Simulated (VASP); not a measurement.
**Rh: single point with PBEsol**

The system is Rh.

```
Rh
1.0
     2.73098    0.00000    0.00000
    -1.36549    2.36510    0.00000
     0.00000    0.00000    4.42849
Rh
2
Direct
  0.74835 0.39313 0.70484
  0.33333 0.66667 0.25000
```

This cell differs from its parent crystal: atom 1 (Rh) moved by (+0.200, -0.200) A along [1 1 0] and z.

- Program: VASP 6.6.1
- Task: single point
- Functional: PBEsol
- Potentials or basis: VASP PAW PBE potentials, release 64 (Rh_pv)
- Cutoff: 520 eV
- k mesh: 18 × 18 × 12
- Occupations: gaussian, width 0.15 eV
- Spin: no spin polarisation
- Dipole correction: no
- Further INCAR settings: ALGO = Fast; EDIFF = 1e-07; NBANDS = 22

The pressure is -6.7 GPa, the largest force is 2.150 eV/Å and the band gap on the k mesh is zero (bands 15 and 16 overlap by 2.07 eV).

Forces in eV/Å, atoms in the order of the input:
```
Rh  -0.690 -0.591  1.948
Rh   0.690  0.591 -1.948
```

Stress tensor (GPa, compression positive):
```
 -6.47   2.40  -4.76
  2.40 -10.32  -3.86
 -4.76  -3.86  -3.35
```

Levels at points of the mesh, in eV from the Fermi level:
| k point | band 13 | band 14 | band 15 | band 16 | band 17 | band 18 |
| --- | --- | --- | --- | --- | --- | --- |
| (0.00, 0.00, 0.00) | -2.49 | -1.89 | -1.21 | -0.31 | 0.57 | 0.81 |
| (0.50, 0.00, 0.00) | -2.11 | 0.21 | 0.48 | 0.81 | 3.44 | 4.31 |
| (0.00, 0.50, 0.00) | -1.71 | 0.42 | 0.46 | 0.71 | 2.43 | 5.32 |
| (0.50, 0.50, 0.00) | -1.94 | 0.35 | 0.39 | 0.68 | 2.69 | 5.06 |
| (0.00, 0.00, 0.50) | -3.03 | -2.43 | -1.03 | -0.44 | -0.13 | -0.10 |
| (0.50, 0.00, 0.50) | 0.05 | 0.34 | 0.39 | 0.68 | 1.68 | 2.31 |
| (0.00, 0.50, 0.50) | -0.75 | -0.51 | 0.52 | 0.60 | 2.54 | 3.51 |
| (0.50, 0.50, 0.50) | -0.51 | -0.24 | 0.47 | 0.64 | 2.28 | 3.18 |

Run time: 7.5 min on 1 thread of Intel(R) Xeon(R) 6975P-C (Granite Rapids), on a shared host, peak memory 0.93 GiB.

Caveat: the cell differs from its parent crystal (atom 1 (Rh) moved by (+0.200, -0.200) A along [1 1 0] and z); the stress differs along the axes, from -10 to -3 GPa; the PAW data sets were made with another functional, which shifts forces and pressure a little.
